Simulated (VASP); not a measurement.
Al, 1 atom in the cell. It takes space group I4/mmm (No. 139, tetragonal). Conventional cell: a = 2.719 Å, b = 2.719 Å, c = 4.250 Å, α = 90.00°, β = 90.00°, γ = 90.00°. Within 3.6 Å of Al (site symmetry 4/mmm) lie 12 Al at 2.72 to 2.87 Å.  This cell differs from its parent crystal: strain -0.050 along x and y, +0.050 along z.

- Program: VASP 6.6.1
- Task: single point
- Functional: PBE
- Potentials or basis: VASP PAW PBE potentials, release 64 (Al)
- Cutoff: 520 eV
- k mesh: 20 × 20 × 20
- Occupations: gaussian, width 0.15 eV
- Spin: no spin polarisation
- Dipole correction: no
- Further INCAR settings: ALGO = Normal; EDIFF = 1e-07; NBANDS = 8

Potentials or basis: VASP PAW PBE potentials, release 64 (Al).

The run is started by

```sh
$ cat potpaw_PBE.64/Al/POTCAR > POTCAR
$ mpirun -np 1 vasp_std > vasp.out
```

Hardware: 1 thread of Intel Xeon 8259CL (shared host).

Q: How long does it take, and how much memory?

A: It took 70 s on 1 thread of Intel Xeon 8259CL (shared host), peak memory 0.18 GiB. Counts: scf iterations 11, k points 641.
